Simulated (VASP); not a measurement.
# CdSe (rocksalt type) (Fm-3m) in VASP: notebook

The runs below take CdSe (rocksalt type) through single point, with PBEsol.

Everything below comes from runs of VASP 6.6.1. Logs are shortened: lines on timing, memory, paths and dates and some standing lists are left out, and cuts for length are marked.

### Step 1. The cell of the first run

The structure is cubic, space group Fm-3m (No. 225). The conventional cell has a = 4.850 Å, b = 4.850 Å, c = 4.850 Å, α = 90.00°, β = 90.00°, γ = 90.00°. Cd (site symmetry m-3m) has 6 Se at 2.42 Å within 3.2 Å. Within 3.2 Å of Se (site symmetry m-3m) lie 6 Cd at 2.42 Å.

### Step 2. Single point, PBEsol (volume scaled by 0.64)

The input, INCAR:

```
SYSTEM = CdSe
PREC     = Accurate       ! precision mode
ENCUT    = 520            ! plane-wave cutoff, eV
EDIFF    = 1E-6           ! SCF threshold, eV
ISMEAR   = -1             ! smearing method
SIGMA    = 0.05           ! smearing width, eV
LREAL    = .False.        ! projectors in reciprocal space
LASPH    = .True.         ! aspherical terms in the spheres
NELM     = 60             ! most SCF steps
ALGO     = Normal         ! electronic algorithm
ISIF     = 2              ! what is computed and relaxed
LWAVE    = .False.        ! write WAVECAR
LCHARG   = .False.        ! write CHGCAR
GGA      = PS             ! functional
NBANDS   = 16             ! bands
```

The input, KPOINTS:

```
regular mesh
0
Gamma
  12 12 12
  0 0 0
```

The input, POSCAR:

```
CdSe
1.0
    0.0000000000      2.4249489954      2.4249489954
    2.4249489954      0.0000000000      2.4249489954
    2.4249489954      2.4249489954      0.0000000000
Cd Se
1 1
Direct
    0.0000000000      0.0000000000      0.0000000000
    0.5000000000      0.5000000000      0.5000000000
```

Potentials or basis: VASP PAW PBE potentials, release 64 (Cd, Se).

Started as:

```
$ cat potpaw_PBE.64/Cd/POTCAR potpaw_PBE.64/Se/POTCAR > POTCAR
$ mpirun -np 1 vasp_std > vasp.out
```

OUTCAR:

```text
SYSTEM = CdSe
   PREC = Accurate
   ENCUT = 520
   EDIFF = 1E-6
   ISMEAR = -1
   LREAL = .False.
   LASPH = .True.
   NELM = 60
   ISIF = 2
   GGA = PS

 ion  position               nearest neighbor table
   1  0.000  0.000  0.000-   2 2.42   2 2.42   2 2.42   2 2.42   2 2.42   2 2.42
   2  0.500  0.500  0.500-   1 2.42   1 2.42   1 2.42   1 2.42   1 2.42   1 2.42

  LATTYP: Found a face centered cubic cell.
 ALAT       =     4.8498979908

  Lattice vectors:

 A1 = (   0.0000000000,   2.4249489954,   2.4249489954)
 A2 = (   2.4249489954,   0.0000000000,   2.4249489954)
 A3 = (   2.4249489954,   2.4249489954,   0.0000000000)

Analysis of symmetry for initial positions (statically):
=====================================================================
 Subroutine PRICEL returns:
 Original cell was already a primitive cell.

 Routine SETGRP: Setting up the symmetry group for a
 face centered cubic supercell.

 Subroutine GETGRP returns: Found 48 space group operations
 (whereof 48 operations were pure point group operations)
 out of a pool of 48 trial point group operations.

The static configuration has the point symmetry O_h .

Analysis of symmetry for dynamics (positions and initial velocities):
=====================================================================
 Subroutine PRICEL returns:
 Original cell was already a primitive cell.

 Routine SETGRP: Setting up the symmetry group for a
 face centered cubic supercell.

 Subroutine GETGRP returns: Found 48 space group operations
 (whereof 48 operations were pure point group operations)
 out of a pool of 48 trial point group operations.

The dynamic configuration has the point symmetry O_h .

 Subroutine INISYM returns: Found 48 space group operations
 (whereof 48 operations are pure point group operations),
 and found     1 'primitive' translations

----------------------------------------------------------------------------------------

                                     Primitive cell

  volume of cell :      28.5192

  direct lattice vectors                    reciprocal lattice vectors
     0.000000000  2.424948995  2.424948995    -0.206189904  0.206189904  0.206189904
     2.424948995  0.000000000  2.424948995     0.206189904 -0.206189904  0.206189904
     2.424948995  2.424948995  0.000000000     0.206189904  0.206189904 -0.206189904

  length of vectors
     3.429395757  3.429395757  3.429395757     0.357131389  0.357131389  0.357131389

  position of ions in fractional coordinates (direct lattice)
     0.000000000  0.000000000  0.000000000
     0.500000000  0.500000000  0.500000000

  ion indices of the primitive-cell ions
   primitive index   ion index
                 1           1
                 2           2

----------------------------------------------------------------------------------------

 KPOINTS: regular mesh

Automatic generation of k-mesh.
 Grid dimensions read from file:
 generate k-points for:   12   12   12

 Generating k-lattice:

  Cartesian coordinates                     Fractional coordinates (reciprocal lattice)
    -0.017182492  0.017182492  0.017182492     0.083333333  0.000000000  0.000000000
     0.017182492 -0.017182492  0.017182492     0.000000000  0.083333333  0.000000000
     0.017182492  0.017182492 -0.017182492     0.000000000  0.000000000  0.083333333

  Length of vectors
     0.029760949  0.029760949  0.029760949

  Shift w.r.t. Gamma in fractional coordinates (k-lattice)
     0.000000000  0.000000000  0.000000000

 Subroutine IBZKPT returns following result:
 ===========================================

 Found     72 irreducible k-points:

 Following reciprocal coordinates:
            Coordinates               Weight
  0.000000  0.000000  0.000000      1.000000
  0.083333  0.000000  0.000000      8.000000
  0.166667  0.000000  0.000000      8.000000
  0.250000  0.000000  0.000000      8.000000
  0.333333  0.000000  0.000000      8.000000
  0.416667  0.000000  0.000000      8.000000
[... 16 lines left out ...]
  0.500000  0.166667  0.000000     24.000000
 -0.416667  0.166667  0.000000     24.000000
 [... further k-points ...]
   k-points           NKPTS =     72   k-points in BZ     NKDIM =     72   number of bands    NBANDS=     16
   number of dos      NEDOS =    301   number of ions     NIONS =      2
   total plane-waves  NPLWV =  21952
   dimension x,y,z NGX =    28 NGY =   28 NGZ =   28
   dimension x,y,z NGXF=    56 NGYF=   56 NGZF=   56
   ions per type =               1   1
   NGX,Y,Z   is equivalent  to a cutoff of  13.57, 13.57, 13.57 a.u.
   NGXF,Y,Z  is equivalent  to a cutoff of  27.15, 27.15, 27.15 a.u.
 SYSTEM =  CdSe
   PREC   = accura    normal or accurate (medium, high low for compatibility)
   ISTART =      0    job   : 0-new  1-cont  2-samecut
   ICHARG =      2    charge: 1-file 2-atom 10-const
   ISPIN  =      1    spin polarized calculation?
   LNONCOLLINEAR =      F non collinear calculations
   LSORBIT =      F    spin-orbit coupling
   LASPH  =      T    aspherical Exc in radial PAW
   ENCUT  =  520.0 eV  38.22 Ry    6.18 a.u.   6.38  6.38  6.38*2*pi/ulx,y,z
   NELM   =     60;   NELMIN=  2; NELMDL= -5     # of ELM steps
   EDIFF  = 0.1E-05   stopping-criterion for ELM
   LREAL  =      F    real-space projection
   EDIFFG = 0.1E-04   stopping-criterion for IOM
   NSW    =      0    number of steps for IOM
   IBRION =     -1    ionic relax: 0-MD 1-quasi-New 2-CG
   NFREE  =      0    steps in history (QN), initial steepest desc. (CG)
   ISIF   =      2    stress and relaxation
   ISYM   =      2    0-nonsym 1-usesym 2-fastsym
   POTIM  = 0.5000    time-step for ionic-motion
   TEBEG  =    0.0;   TEEND  =   0.0 temperature during run
   PSTRESS=    0.0 pullay stress
   NELECT =      18.0000    total number of electrons
   NUPDOWN=      -1.0000    fix difference up-down
   EMIN   =  10.00;   EMAX   =-10.00  energy-range for DOS
   EFERMI =   0.00;   METHOD = LEGACY
   ISMEAR =    -1;   SIGMA  =   0.05  broadening in eV -4-tet -1-fermi 0-gaus
   EFERMI_NEDOS =   21; number of points for ismear=-14 and -15
   IALGO  =     38    algorithm
   IMIX   =      4    mixing-type and parameters
     AMIX     =   0.40;   BMIX     =  1.00
     AMIX_MAG =   1.60;   BMIX_MAG =  1.00
  volume/ion in A,a.u.               =      14.26        96.23
  Fermi-wavevector in a.u.,A,eV,Ry     =   1.404278  2.653700 26.830640  1.971996
  Thomas-Fermi vector in A             =   2.526856
   LORBIT       =      0    0 simple, 1 ext, 2 COOP (PROOUT), +10 PAW based schemes
   GGA     = PS    functional components
   LHFCALC =     F    Hartree Fock is set to
   AEXX    =    0.0000 exact exchange contribution
   IVDW    =     0    specifies the selected vdW correction
   LEPSILON=     F    determine dielectric tensor
   LRPA    =     F    only Hartree local field effects (RPA)
 non-spin polarized calculation
  energy-cutoff  :      520.00
  volume of cell :       28.52
 maximum number of plane-waves:       781
 NGX is ok and might be reduce to    28
   NGX = 13   NGY = 13   NGZ = 13

 number of electron      18.0000001 magnetization

 Free energy of the ion-electron system (eV)
  ---------------------------------------------------
  ext. energy  EPLUGINS =         0.00000000
  ---------------------------------------------------
  free energy    TOTEN  =        -2.84190026 eV

  energy without entropy =       -2.83847897  energy(sigma->0) =       -2.84018961

 E-fermi :   8.4459     XC(G=0): -12.8163

 val. band max:        8.4190663068   @ k =  -0.2500   0.1667   0.0000
 cond. band min:       8.4594972338   @ k =  -0.3333   0.0833   0.0000
 fundamental gap:      0.0404309271
 Fermi energy:         8.4459091294

 k-point     1 :       0.0000    0.0000    0.0000
  band No.  band energies     occupation
      1      -9.4345      2.00000
      2      -1.8892      2.00000
      3      -1.8892      2.00000
      4      -1.8892      2.00000
      5      -1.8809      2.00000
      6      -1.8809      2.00000
[... 8 lines left out ...]
     15      20.6567      0.00000
     16      20.6567      0.00000

 k-point     2 :       0.0833    0.0000    0.0000
  band No.  band energies     occupation
      1      -9.3189      2.00000
      2      -1.9504      2.00000
      3      -1.9504      2.00000
      4      -1.9217      2.00000
      5      -1.8524      2.00000
      6      -1.8524      2.00000
[... 8 lines left out ...]
     15      19.5658      0.00000
     16      19.5658      0.00000

 k-point     3 :       0.1667    0.0000    0.0000
  band No.  band energies     occupation
      1      -8.9799      2.00000
      2      -2.1285      2.00000
      3      -2.1285      2.00000
      4      -2.0278      2.00000
      5      -1.7536      2.00000
      6      -1.7536      2.00000
[... 8 lines left out ...]
     15      18.9450      0.00000
     16      18.9450      0.00000

 k-point     4 :       0.2500    0.0000    0.0000
  band No.  band energies     occupation
      1      -8.4440      2.00000
      2      -2.3555      2.00000
      3      -2.3555      2.00000
      4      -2.2401      2.00000
      5      -1.6147      2.00000
      6      -1.6147      2.00000
[... 8 lines left out ...]
     15      19.4554      0.00000
     16      19.4554      0.00000
[... 324 lines left out ...]
 k-point    22 :       0.4167    0.1667    0.0000
  band No.  band energies     occupation
      1      -7.4747      2.00000
      2      -2.8269      2.00000
      3      -2.3481      2.00000
      4      -2.3461      2.00000
      5      -1.4233      2.00000
      6      -1.3267      2.00000
[... 8 lines left out ...]
     15      22.6247      0.00000
     16      23.1368      0.00000

 k-point    23 :       0.5000    0.1667    0.0000
  band No.  band energies     occupation
      1      -7.0411      2.00000
      2      -2.9411      2.00000
      3      -2.5256      2.00000
      4      -2.4352      2.00000
      5      -1.2888      2.00000
      6      -1.2826      2.00000
[... 8 lines left out ...]
     15      22.8682      0.00000
     16      23.7796      0.00000

 k-point    24 :      -0.4167    0.1667    0.0000
  band No.  band energies     occupation
      1      -6.9353      2.00000
      2      -3.0461      2.00000
      3      -2.6336      2.00000
      4      -2.3867      2.00000
      5      -1.3332      2.00000
      6      -1.2013      2.00000
[... 8 lines left out ...]
     15      21.4086      0.00000
     16      23.1301      0.00000

 [... further k-points ...]

------------------------ aborting loop because EDIFF is reached ----------------------------------------

  FORCE on cell =-STRESS in cart. coord.  units (eV):
  Direction    XX          YY          ZZ          XY          YZ          ZX
  --------------------------------------------------------------------------------------
  -------------------------------------------------------------------------------------
  Total       17.0367049     17.0367049     17.0367049      0.0000000      0.0000000     -0.0000000
  in kB      957.1023050    957.1023050    957.1023050      0.0000000      0.0000000     -0.0000000
  external PRESSURE =     957.1023050 kB  Pullay stress =       0.0000000 kB

 VOLUME and BASIS-vectors are now :
 -----------------------------------------------------------------------------
  energy-cutoff  :      520.00
  volume of cell :       28.52
      direct lattice vectors                 reciprocal lattice vectors
     0.000000000  2.424948995  2.424948995    -0.206189904  0.206189904  0.206189904
     2.424948995  0.000000000  2.424948995     0.206189904 -0.206189904  0.206189904
     2.424948995  2.424948995  0.000000000     0.206189904  0.206189904 -0.206189904

 POSITION                                       TOTAL-FORCE (eV/Angst)
 -----------------------------------------------------------------------------------
      0.00000      0.00000      0.00000        -0.000000     -0.000000     -0.000000
      2.42495      2.42495      2.42495         0.000000      0.000000      0.000000
 -----------------------------------------------------------------------------------
    total drift:                               -0.000000      0.000000      0.000000

  FREE ENERGIE OF THE ION-ELECTRON SYSTEM (eV)
  ---------------------------------------------------
  free  energy   TOTEN  =        -2.8419002563 eV

  energy  without entropy=       -2.8384789657  energy(sigma->0) =       -2.84018961
```

Run time: 14 s. Hardware: 1 thread of Intel Xeon 6975P-C (Granite Rapids), shared host; peak memory 0.17 GiB.

What came out:

| Property | Result |
| --- | --- |
| Free energy | -2.8419 eV |
| Pressure | 95.7 GPa |
| Band gap on the k mesh | zero (band 9 reaches 8.52 eV, above the bottom of band 10 at 7.47 eV) |

Levels at points of the mesh, in eV from the Fermi level:
```csv
k point,band 6,band 7,band 8,band 9,band 10,band 11,band 12,band 13
"(0.00, 0.00, 0.00)",-10.33,-1.99,-1.99,-1.99,2.84,8.55,8.71,8.71
"(0.50, 0.00, 0.00)",-9.77,-7.81,0.07,0.07,1.95,4.39,4.39,9.90
"(0.50, 0.50, 0.00)",-8.69,-7.65,-4.89,-4.89,-0.97,4.28,13.25,14.09
```

Caveat: the PAW data sets were made with another functional, which shifts forces and pressure a little.

### Step 3. Single point, PBEsol (volume scaled by 0.72)

The input, INCAR:

```
PREC = Accurate
ENCUT = 520
EDIFF = 1E-6
ISMEAR = -1
SIGMA = 0.05
LREAL = False
LASPH = True
NELM = 60
ALGO = Normal
ISIF = 2
LWAVE = False
LCHARG = False
GGA = PS
NBANDS = 16
```

The input, KPOINTS:

```
Automatic mesh
0
Gamma
  12 12 12
```

The input, POSCAR:

```
CdSe
1.0
    0.0000000000      2.5220485885      2.5220485885
    2.5220485885      0.0000000000      2.5220485885
    2.5220485885      2.5220485885      0.0000000000
Cd Se
1 1
Direct
    0.0000000000      0.0000000000      0.0000000000
    0.5000000000      0.5000000000      0.5000000000
```

Potentials or basis: VASP PAW PBE potentials, release 64 (Cd, Se).

Started as:

```
$ cat potpaw_PBE.64/Cd/POTCAR potpaw_PBE.64/Se/POTCAR > POTCAR
$ mpirun -np 1 vasp_std > vasp.out
```

Run time: 16 s. Hardware: 1 thread of Intel Xeon 6975P-C (Granite Rapids), shared host; peak memory 0.18 GiB.

Results (log left out):

- Free energy: -4.4573 eV
- Pressure: 53.4 GPa
- Band gap on the k mesh: zero (band 9 reaches 6.65 eV, above the bottom of band 10 at 5.78 eV)

Levels at points of the mesh, in eV from the Fermi level:
```csv
k point,band 6,band 7,band 8,band 9,band 10,band 11,band 12,band 13
"(0.00, 0.00, 0.00)",-9.45,-1.57,-1.57,-1.57,1.98,8.72,8.72,8.72
"(0.50, 0.00, 0.00)",-9.03,-7.09,0.03,0.03,2.31,4.70,4.70,9.02
"(0.50, 0.50, 0.00)",-7.43,-7.38,-4.06,-4.06,-0.84,4.60,12.45,13.16
```

Caveat: the PAW data sets were made with another functional, which shifts forces and pressure a little.

### Step 4. Single point, PBEsol (volume scaled by 0.8)

The input, INCAR:

```
PREC     = Accurate       # precision mode
ENCUT    = 520            # plane-wave cutoff, eV
EDIFF    = 1E-6           # SCF threshold, eV
ISMEAR   = -1             # smearing method
SIGMA    = 0.05           # smearing width, eV
LREAL    = False          # projectors in reciprocal space
LASPH    = True           # aspherical terms in the spheres
NELM     = 100            # most SCF steps
ALGO     = Normal         # electronic algorithm
ISIF     = 2              # what is computed and relaxed
LWAVE    = False          # write WAVECAR
LCHARG   = False          # write CHGCAR
GGA      = PS             # functional
NBANDS   = 16             # bands
```

KPOINTS is that of step 3.

The input, POSCAR:

```
CdSe
1.0
    0.0000000000      2.6121971186      2.6121971186
    2.6121971186      0.0000000000      2.6121971186
    2.6121971186      2.6121971186      0.0000000000
Cd Se
1 1
Direct
    0.0000000000      0.0000000000      0.0000000000
    0.5000000000      0.5000000000      0.5000000000
```

Started as:

```
$ cat potpaw_PBE.64/Cd/POTCAR potpaw_PBE.64/Se/POTCAR > POTCAR
$ mpirun -np 1 vasp_std > vasp.out
```

It took 15 s on 1 thread of Intel Xeon 6975P-C (Granite Rapids), shared host; peak memory 0.18 GiB.

It converged, with:

| Property | Result |
| --- | --- |
| Free energy | -5.3424 eV |
| Pressure | 28.4 GPa |
| Band gap on the k mesh | zero (band 9 reaches 5.19 eV, above the bottom of band 10 at 4.47 eV) |

Levels at points of the mesh, in eV from the Fermi level:
```
           k point  band 5  band 6  band 7  band 8  band 9  band 10  band 11  band 12  band 13  band 14
(0.00, 0.00, 0.00)   -8.83   -8.83   -1.24   -1.24   -1.24     1.32     8.72     8.72     8.72     9.51
(0.50, 0.00, 0.00)   -8.51   -8.51   -6.50    0.00    0.00     2.55     4.91     4.91     8.16    12.29
(0.50, 0.50, 0.00)   -8.40   -7.29   -6.34   -3.41   -3.41    -0.73     4.85    11.69    12.34    12.34
```

Caveat: the PAW data sets were made with another functional, which shifts forces and pressure a little.

### Step 5. Summary

| cell | gap on the mesh (eV) | pressure (GPa) |
| --- | --- | --- |
| a = 3.429 Å, angles 60.0°, 2 atoms | none | 95.7 |
| a = 3.567 Å, angles 60.0°, 2 atoms | none | 53.4 |
| a = 3.694 Å, angles 60.0°, 2 atoms | none | 28.4 |

Alike in all rows: task single point; level PBEsol; potentials or basis VASP PAW PBE potentials, release 64 (Cd, Se); no spin polarisation; k mesh 12 × 12 × 12; cutoff (eV) 520; smearing fermi-dirac 0.05 eV.

Caveats: the PAW data sets were made with another functional, which shifts forces and pressure a little.

Absolute energies hang on the potentials; compare differences alone.
